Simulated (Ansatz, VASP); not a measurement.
# MoS2: VASP beside Ansatz

POSCAR

```
MoS2
1.0
    3.4058326072      0.0000000000      0.0000000000
   -1.7029163036      2.9495375588      0.0000000000
    0.0000000000      0.0000000000      5.6295550117
Mo S
1 2
Direct
    0.0000000000      0.0000000000      0.5000000000
    0.3333333333      0.6666666667      0.2533961981
    0.6666666667      0.3333333333      0.7466038019
```

INCAR.step1

```
SYSTEM = MoS2
PREC = Accurate
ENCUT = 520
ISMEAR = 0
SIGMA = 0.15
LREAL = .False.
LASPH = .True.
NELM = 60
NBANDS = 20
GGA = PE
ALGO = Normal
EDIFF = 1E-4
LWAVE = .True.
LCHARG = .False.
```

Contents of INCAR.step2:

```
SYSTEM = MoS2
PREC = Accurate
ENCUT = 520
EDIFF = 1E-6
ISMEAR = 0
SIGMA = 0.15
LREAL = .False.
LASPH = .True.
NELM = 60
ALGO = Normal
ISIF = 2
LWAVE = .False.
LCHARG = .False.
METAGGA = R2SCAN
LMIXTAU = .True.
NBANDS = 20
ISTART = 1
```

File KPOINTS:

```
regular mesh
0
Gamma
  18 18 8
  0 0 0
```

Input for Ansatz:

```yaml
crystal:
  lattice:
    - [3.4058326072, 0.0, 0.0]
    - [-1.7029163036, 2.9495375588, 0.0]
    - [0.0, 0.0, 5.6295550117]
  atoms:
    - { symbol: Mo, position: [0.0, 0.0, 0.5] }
    - { symbol: S, position: [0.3333333333, 0.6666666667, 0.2533961981] }
    - { symbol: S, position: [0.6666666667, 0.3333333333, 0.7466038019] }
basis:
  ecutwfc: 500
kpoints:
  mp_grid: { grid: [18, 18, 8] }
hamiltonian:
  xc: r2scan
scf:
  occupations: { method: gaussian, width: 0.15 }
output:
  forces: true
  stress: true
  eigenvalues: true
```

Alike in both runs: task single point; functional r2SCAN; k mesh 18 × 18 × 8; occupations gaussian, width 0.15 eV; no spin polarisation.

|  | VASP | Ansatz |
| --- | --- | --- |
| version | VASP 6.6.1 | Ansatz 0.2.0 |
| potentials or method | VASP PAW PBE potentials, release 64 (Mo_sv, S), cutoff 520 eV | scalar-relativistic, plane waves, PAW |
| valence electrons in the cell | 26 | 26 |

|  | VASP | Ansatz | Ansatz less VASP |
| --- | --- | --- | --- |
| gap on the k mesh at the Fermi level (eV) | none | none | - |
| pressure (GPa) | 0.6 | 0.6 | -0.03 |
| traceless stress, the component that is largest in VASP (GPa) | 8.04 | 8.02 | -0.021 |
| rms of the force components (eV/Å) | 0.474 | 0.471 | -0.0035 |

VASP's potentials were made for PBE, not for r2SCAN. Atom by atom the forces differ by 0.004 eV/Å (rms over components). A gap of «none» marks a metal or a gap that the smearing closes. The functional is the same, so the differences come from potentials, cutoffs and numerics.
